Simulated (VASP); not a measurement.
A run of VASP 6.6.1:

POSCAR

```
NaH
1.0
   -0.1830000000      2.4400000000      2.4400000000
    2.4400000000     -0.1830000000      2.4400000000
    2.2570000000      2.2570000000      0.0000000000
Na H
1 1
Direct
    0.0000000000      0.0000000000      0.0000000000
    0.5000000000      0.5000000000      0.5000000000
```

Contents of INCAR.step1:

```
SYSTEM = NaH
PREC     = Accurate       ! precision mode
ENCUT    = 520            ! plane-wave cutoff, eV
ISMEAR   = 0              ! smearing method
SIGMA    = 0.05           ! smearing width, eV
LREAL    = .FALSE.        ! projectors in reciprocal space
LASPH    = .TRUE.         ! aspherical terms in the spheres
NELM     = 80             ! most SCF steps
NBANDS   = 11             ! bands
GGA      = PE             ! functional
ALGO     = Normal         ! electronic algorithm
EDIFF    = 1E-4           ! SCF threshold, eV
LWAVE    = .TRUE.         ! write WAVECAR
LCHARG   = .FALSE.        ! write CHGCAR
```

File INCAR.step2:

```
SYSTEM = NaH
PREC     = Accurate       ! precision mode
ENCUT    = 520            ! plane-wave cutoff, eV
EDIFF    = 1E-7           ! SCF threshold, eV
ISMEAR   = 0              ! smearing method
SIGMA    = 0.05           ! smearing width, eV
LREAL    = .FALSE.        ! projectors in reciprocal space
LASPH    = .TRUE.         ! aspherical terms in the spheres
NELM     = 80             ! most SCF steps
ALGO     = Normal         ! electronic algorithm
ISIF     = 2              ! what is computed and relaxed
LWAVE    = .FALSE.        ! write WAVECAR
LCHARG   = .FALSE.        ! write CHGCAR
METAGGA  = R2SCAN         ! meta-GGA
LMIXTAU  = .TRUE.       
NBANDS   = 11             ! bands
ISTART   = 1
```

File KPOINTS:

```
regular mesh
0
G
  8 8 8
  0 0 0
```

Potentials or basis: VASP PAW PBE potentials, release 64 (Na_pv, H).

Run with:

```bash
$ cat potpaw_PBE.64/Na_pv/POTCAR potpaw_PBE.64/H/POTCAR > POTCAR
$ cp INCAR.step1 INCAR
$ mpirun -np 1 vasp_std > vasp.out
$ cp INCAR.step2 INCAR
$ mpirun -np 1 vasp_std > vasp.out
```

Hardware: 1 thread of Intel(R) Xeon(R) Platinum 8259CL CPU @ 2.50GHz (Skylake/Cascade Lake) (shared host).

Task: Estimate the wall time of this run.

Result: Wall time 2.2 min on 1 thread of Intel(R) Xeon(R) Platinum 8259CL CPU @ 2.50GHz (Skylake/Cascade Lake), with other jobs on the host, peak memory 0.16 GiB. Counts: k points 95.
